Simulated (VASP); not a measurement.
**ZrN: single point with PBE**

The system is ZrN, a slab with vacuum.

```
N Zr
1.0
     3.24891    0.00000    0.00000
    -1.62445    2.81364    0.00000
     0.00000    0.00000   26.93726
N Zr
5 5
Direct
  0.33333 0.66667 0.27842
  0.00000 0.00000 0.37690
  0.66667 0.33333 0.47538
  0.33333 0.66667 0.57386
  0.00000 0.00000 0.67234
  0.66667 0.33333 0.32766
  0.33333 0.66667 0.42614
  0.00000 0.00000 0.52462
  0.66667 0.33333 0.62310
  0.33333 0.66667 0.72158
```

```
Program                : VASP 6.6.1
Task                   : single point
Functional             : PBE
Potentials or basis    : VASP PAW PBE potentials, release 64 (N, Zr_sv)
Cutoff                 : 520 eV
k mesh                 : 12 × 12 × 1
Occupations            : gaussian, width 0.1 eV
Spin                   : no spin polarisation
Dipole correction      : yes
Further INCAR settings : ALGO = Normal; EDIFF = 1e-06; NBANDS = 54
```

```json
{"Largest force": "6.339 eV/Å", "Band gap on the k mesh": "zero (an odd number of electrons rules out a gap without spin polarisation)"}
```

Forces in eV/Å, atoms in the order of the input:
```
N    0.000  0.000  4.808
N    0.000  0.000  1.221
N    0.000  0.000 -0.064
N    0.000  0.000  0.068
N    0.000  0.000  0.111
Zr   0.000  0.000 -6.339
Zr   0.000  0.000  0.460
Zr   0.000  0.000 -0.465
Zr   0.000  0.000  0.928
Zr   0.000  0.000 -0.730
```

Levels at points of the mesh, in eV from the Fermi level:
```tsv
k point	band 40	band 41	band 42	band 43	band 44	band 45
(0.00, 0.00, 0.00)	-0.31	-0.31	-0.18	0.01	0.01	0.32
(0.50, 0.00, 0.00)	-1.25	-0.62	-0.14	0.24	0.40	1.56
```

It took 36 min on 1 thread of Intel Xeon 8259CL (shared host), peak memory 0.44 GiB.
